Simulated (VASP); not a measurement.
# Dy2H (P4_2/mnm) in VASP: a series of runs, part 2 of 2

VASP 6.6.1.

## (3) Single point, PBE

This run uses another cell than the first one, of 21.18 Å³/atom.

INCAR

```
SYSTEM = Dy2H
PREC = Accurate ; ENCUT = 500
EDIFF = 1E-6 ; ISMEAR = 0
SIGMA = 0.1 ; LREAL = .FALSE.
LASPH = .TRUE. ; NELM = 200
ALGO = Normal ; ISIF = 2
LWAVE = .FALSE. ; LCHARG = .TRUE.
GGA = PE ; LELF = .TRUE.
LVHAR = .TRUE. ; NBANDS = 28
GGA_COMPAT = .FALSE. ; LMAXMIX = 6
```

KPOINTS

```
Automatic mesh
0
G
  4 4 6
  0 0 0
```

POSCAR

```
Dy2H
1.0
    5.9189623061      0.0000000000      0.0000000000
    0.0000000000      5.9189623061      0.0000000000
    0.0000000000      0.0000000000      3.6264878846
Dy H
4 2
Direct
    0.2963717758      0.2963717758      0.0000000000
    0.7036282242      0.7036282242      0.0000000000
    0.7963717758      0.2036282242      0.5000000000
    0.2036282242      0.7963717758      0.5000000000
    0.0000000000      0.0000000000      0.0000000000
    0.5000000000      0.5000000000      0.5000000000
```

Potentials or basis: VASP PAW PBE potentials, release 64 (Dy_3, H), 4f in core.

Run with:

```console
$ cat potpaw_PBE.64/Dy_3/POTCAR potpaw_PBE.64/H/POTCAR > POTCAR
$ mpirun -np 1 vasp_std > vasp.out
```

Wall time 36 s (1 thread of Intel Xeon 6975P-C (Granite Rapids), shared host); peak memory 0.27 GiB.

Results (log left out):

```yaml
Free_energy: -26.0626 eV
Pressure: 0.4 GPa
Largest_force: 0.047 eV/Å
Band_gap_on_the_k_mesh: zero (bands 19 and 20 overlap by 0.73 eV)
```

Forces in eV/Å, atoms in the order of the input:
```
Dy  -0.033 -0.033  0.000
Dy   0.033  0.033  0.000
Dy  -0.033  0.033  0.000
Dy   0.033 -0.033  0.000
H    0.000  0.000  0.000
H    0.000  0.000  0.000
```

Stress tensor (GPa, compression positive):
```
0.49 0.00 0.00
0.00 0.49 0.00
0.00 0.00 0.23
```

Levels at points of the mesh, in eV from the Fermi level:
```
           k point  band 17  band 18  band 19  band 20  band 21  band 22
(0.00, 0.00, 0.00)    -2.29    -0.65     0.47     0.83     1.62     1.72
(0.50, 0.00, 0.00)    -0.66    -0.66     0.02     0.02     1.18     1.18
(0.50, 0.50, 0.00)    -0.02    -0.02    -0.01    -0.01     0.87     0.87
(0.00, 0.00, 0.50)    -0.25    -0.25    -0.13    -0.13     0.58     0.58
(0.50, 0.00, 0.50)    -0.77    -0.77    -0.04    -0.04     0.55     0.55
(0.50, 0.50, 0.50)    -0.25    -0.25    -0.13    -0.13     0.23     0.23
```

Caveat: spin-orbit coupling is left out, which moves the levels of the heavy elements; the 4f electrons are frozen in the core, so they carry no moment and show no levels. Spin polarisation is off, so any magnetic state and its effect on volume and gap are missing.

## (4) Single point, PBE

This run uses another cell than the first one, of 21.16 Å³/atom.

INCAR

```
PREC = Accurate
ENCUT = 500
EDIFF = 1E-6
ISMEAR = 0
SIGMA = 0.1
LREAL = False
LASPH = True
NELM = 200
ALGO = Normal
ISIF = 2
LWAVE = False
LCHARG = False
GGA = PE
NBANDS = 28
GGA_COMPAT = False
LMAXMIX = 6
```

KPOINTS

```
regular mesh
0
Gamma
  6 6 8
```

POSCAR

```
Dy2H
1.0
    5.9220571764      0.0000000000      0.0000000000
    0.0000000000      5.9220571764      0.0000000000
    0.0000000000      0.0000000000      3.6205164360
Dy H
4 2
Direct
    0.2958270041      0.2958270041      0.0000000000
    0.7041729959      0.7041729959      0.0000000000
    0.7958270041      0.2041729959      0.5000000000
    0.2041729959      0.7958270041      0.5000000000
    0.0000000000      0.0000000000      0.0000000000
    0.5000000000      0.5000000000      0.5000000000
```

Potentials or basis: VASP PAW PBE potentials, release 64 (Dy_3, H), 4f in core.

Run with:

```console
$ cat potpaw_PBE.64/Dy_3/POTCAR potpaw_PBE.64/H/POTCAR > POTCAR
$ mpirun -np 1 vasp_std > vasp.out
```

OUTCAR:

```text
PREC = Accurate
   ENCUT = 500
   EDIFF = 1E-6
   ISMEAR = 0
   LREAL = False
   LASPH = True
   NELM = 200
   ISIF = 2
   GGA = PE

 ion  position               nearest neighbor table
   1  0.296  0.296  0.000-   2 3.42   3 3.51   4 3.51   3 3.51   4 3.51   4 3.51   4 3.51   3 3.51
                             3 3.51
   2  0.704  0.704  0.000-   1 3.42   3 3.51   4 3.51   3 3.51   4 3.51   3 3.51   3 3.51   4 3.51
                             4 3.51
   3  0.796  0.204  0.500-   4 3.42   2 3.51   1 3.51   1 3.51   2 3.51   2 3.51   2 3.51   1 3.51
                             1 3.51
   4  0.204  0.796  0.500-   3 3.42   2 3.51   1 3.51   1 3.51   2 3.51   1 3.51   1 3.51   2 3.51
                             2 3.51
[... 957 lines left out ...]
  Total        0.2526261      0.2526261      0.2719869      0.0000000      0.0000000      0.0000000
  in kB        3.1876678      3.1876678      3.4319654      0.0000000      0.0000000      0.0000000
  external PRESSURE =       3.2691003 kB  Pullay stress =       0.0000000 kB

 VOLUME and BASIS-vectors are now :
 -----------------------------------------------------------------------------
  energy-cutoff  :      500.00
  volume of cell :      126.97
      direct lattice vectors                 reciprocal lattice vectors
     5.922057176  0.000000000  0.000000000     0.168860241  0.000000000  0.000000000
     0.000000000  5.922057176  0.000000000     0.000000000  0.168860241  0.000000000
     0.000000000  0.000000000  3.620516436     0.000000000  0.000000000  0.276203690

 POSITION                                       TOTAL-FORCE (eV/Angst)
 -----------------------------------------------------------------------------------
      1.75190      1.75190      0.00000        -0.001037     -0.001037      0.000000
      4.17015      4.17015      0.00000         0.001037      0.001037      0.000000
      4.71293      1.20912      1.81026        -0.001037      0.001037      0.000000
      1.20912      4.71293      1.81026         0.001037     -0.001037      0.000000
      0.00000      0.00000      0.00000         0.000000      0.000000      0.000000
      2.96103      2.96103      1.81026         0.000000      0.000000      0.000000
 -----------------------------------------------------------------------------------
    total drift:                                0.000000      0.000000      0.000000

  FREE ENERGIE OF THE ION-ELECTRON SYSTEM (eV)
  ---------------------------------------------------
  free  energy   TOTEN  =       -26.0703104997 eV

  energy  without entropy=      -26.0303500077  energy(sigma->0) =      -26.05033025
```

OSZICAR:

```text
N       E                     dE             d eps       ncg     rms          rms(c)
DAV:   1     0.164969098057E+03    0.16497E+03   -0.16707E+04  2800   0.119E+03
DAV:   2    -0.130263384899E+02   -0.17800E+03   -0.17419E+03  2800   0.382E+02
DAV:   3    -0.258369720337E+02   -0.12811E+02   -0.12157E+02  3980   0.570E+01
DAV:   4    -0.264846395778E+02   -0.64767E+00   -0.63325E+00  3760   0.124E+01
DAV:   5    -0.265008419875E+02   -0.16202E-01   -0.16168E-01  3856   0.181E+00    0.363E+01
DAV:   6    -0.261063190344E+02    0.39452E+00   -0.72038E-01  3620   0.304E+00    0.222E+01
DAV:   7    -0.260978303840E+02    0.84887E-02   -0.10225E+00  3832   0.393E+00    0.129E+00
DAV:   8    -0.260694762550E+02    0.28354E-01   -0.17354E-01  3236   0.158E+00    0.362E-01
DAV:   9    -0.260702477045E+02   -0.77145E-03   -0.15234E-02  3556   0.555E-01    0.929E-02
DAV:  10    -0.260703196759E+02   -0.71971E-04   -0.84603E-04  3568   0.125E-01    0.393E-02
DAV:  11    -0.260703085605E+02    0.11115E-04   -0.64902E-05  3356   0.366E-02    0.204E-02
DAV:  12    -0.260703102105E+02   -0.16501E-05   -0.95445E-06  3120   0.134E-02    0.619E-03
DAV:  13    -0.260703104997E+02   -0.28920E-06   -0.35454E-06  2744   0.734E-03
   1 F= -.26070310E+02 E0= -.26050330E+02  d E =-.399605E-01
```

stdout:

```text
POSCAR found type information on POSCAR DyH
 POSCAR found :  2 types and       6 ions
 scaLAPACK will be used
 LDA part: xc-table for (Slater+PW92), standard interpolation
 POSCAR, INCAR and KPOINTS ok, starting setup
 FFT: planning ... GRIDC
 FFT: planning ... GRID_SOFT
 FFT: planning ... GRID
 WAVECAR not read
 entering main loop
```

It took 57 s on 1 thread of Intel Xeon 6975P-C (Granite Rapids), shared host; peak memory 0.32 GiB.

What came out:

```
Free energy            : -26.0703 eV
Pressure               : 0.3 GPa
Band gap on the k mesh : zero (bands 19 and 20 overlap by 0.67 eV)
```

Caveat: spin-orbit coupling is left out, which moves the levels of the heavy elements; the 4f electrons are frozen in the core, so they carry no moment and show no levels.

## (5) The runs side by side

| task | cell | k mesh | smearing | gap on the mesh (eV) | pressure (GPa) | largest force (eV/Å) |
| --- | --- | --- | --- | --- | --- | --- |
| relaxation of cell and atoms | relaxed from a = 5.973, b = 5.973, c = 3.650 Å, 6 atoms | 3 × 3 × 5 | gaussian 0.2 eV | none | 0.0 | 0.01 |
| single point | a = 5.919, b = 5.919, c = 3.626 Å, 6 atoms | 4 × 4 × 6 | gaussian 0.1 eV | none | 0.4 | 0.05 |
| single point | a = 5.922, b = 5.922, c = 3.621 Å, 6 atoms | 6 × 6 × 8 | gaussian 0.1 eV | none | 0.3 | - |

Alike in all rows: level PBE; potentials or basis VASP PAW PBE potentials, release 64 (Dy_3, H), 4f in core; no spin polarisation; cutoff (eV) 500.

Caveats: spin-orbit coupling is left out, which moves the levels of the heavy elements; the 4f electrons are frozen in the core, so they carry no moment and show no levels.

Absolute energies hang on the potentials; compare differences alone.
